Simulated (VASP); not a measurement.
MgB2:

```
CELL_PARAMETERS angstrom
3.08000 0.00000 0.00000
-1.54000 2.66736 0.00000
0.00000 0.00000 3.52000
ATOMIC_POSITIONS crystal
Mg 0.00000 0.00000 0.00000
B 0.33333 0.66667 0.50000
B 0.66667 0.33333 0.50000
```

* Program: VASP 6.6.1
* Task: relaxation of cell and atoms
* Functional: LDA
* Potentials or basis: VASP PAW LDA potentials, release 64 (Mg, B)
* Cutoff: 600 eV
* k mesh: 24 × 24 × 18
* Occupations: gaussian, width 0.1 eV
* Spin: no spin polarisation

At the start: pressure -7.6 GPa; volume 9.64 Å³/atom.

Task: How do energy, volume and symmetry change on relaxing?

Result: Over 5 steps the energy falls by 11.8 meV/atom and the volume is 9.15 Å³/atom (-5.0 %); space group P6/mmm (No. 191, to 0.1 Å) before and after.

Step by step:
```tsv
step	energy change (eV)	largest force (eV/Å)	pressure (GPa)	volume (Å³)
1	0.0000	0.0000	-7.60	28.92
2	-0.0288	0.0000	3.12	27.05
3	-0.0339	0.0000	-0.11	27.55
4	-0.0353	0.0000	-0.01	27.48
5	-0.0354	0.0000	0.02	27.46
```

Final structure:
```xyz
3
Lattice="3.0334 0.0000 0.0000 -1.5167 2.6270 0.0000 0.0000 0.0000 3.4460" Properties=species:S:1:pos:R:3 pbc="T T T"
Mg   -1.5167    2.6270    0.0000
B     0.0000    1.7513    1.7230
B     1.5167    0.8757    1.7230
```
